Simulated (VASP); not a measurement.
Here is a VASP 6.6.1 calculation.

INCAR

```
SYSTEM = ZnMo3
ALGO = Normal ; EDIFF = 1E-6
ENCUT = 520 ; GGA = PE
ISIF = 2 ; ISMEAR = -1
LASPH = .TRUE. ; LCHARG = .FALSE.
LREAL = .FALSE. ; LWAVE = .FALSE.
NBANDS = 35 ; NELM = 100
PREC = Accurate ; SIGMA = 0.05
```

KPOINTS

```
k-points
0
G
  7 7 7
  0 0 0
```

The input POSCAR:

```
ZnMo3
1.0
    3.9950435558      0.0000000000      0.0000000000
    0.0000000000      3.9950435558      0.0000000000
    0.0000000000      0.0000000000      3.9950435558
Mo Zn
3 1
Direct
    0.5000000000      0.5000000000      0.0000000000
    0.5000000000      0.0000000000      0.5000000000
    0.0000000000      0.5000000000      0.5000000000
    0.0000000000      0.0000000000      0.0000000000
```

Potentials or basis: VASP PAW PBE potentials, release 64 (Mo_sv, Zn).

The run is started by

```bash
$ cat potpaw_PBE.64/Mo_sv/POTCAR potpaw_PBE.64/Zn/POTCAR > POTCAR
$ mpirun -np 1 vasp_std > vasp.out
```

Q: Predict the pressure.

A: -8.4 GPa.

Q: Predict the band gap on the k mesh.

A: Zero (band 27 reaches 10.56 eV, above the bottom of band 28 at 9.14 eV).
